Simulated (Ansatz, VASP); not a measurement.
# TaN in VASP and in Ansatz

```xyz
2
Lattice="3.0868 0.0000 0.0000 -1.5434 2.6732 0.0000 0.0000 0.0000 2.5760" Properties=species:S:1:pos:R:3 pbc="T T T"
Ta    0.0000    1.7821    1.2880
N     0.0000    0.0000    0.0000
```

Alike in both runs: task single point; functional PBEsol; k mesh 24 × 24 × 24; occupations gaussian, width 0.15 eV; no spin polarisation.

|  | VASP | Ansatz |
| --- | --- | --- |
| version | VASP 6.6.1 | Ansatz 0.2.0 |
| potentials or method | VASP PAW PBE potentials, release 64 (Ta_pv, N), cutoff 520 eV | scalar-relativistic, plane waves, PAW |
| valence electrons in the cell | 16 | 18 |

```csv
,VASP,Ansatz,Ansatz less VASP
gap on the k mesh at the Fermi level (eV),none,none,-
pressure (GPa),12.4,11.3,-1.04
"traceless stress, the component that is largest in VASP (GPa)",77.05,76.73,-0.314
```

VASP's potentials were made for PBE, not for PBEsol. A gap of «none» marks a metal or a gap that the smearing closes. VASP's potentials hold 16 valence electrons a cell and Ansatz's 18, so a difference there can come from the potentials and not from the codes.

Neither program's run includes spin-orbit coupling.
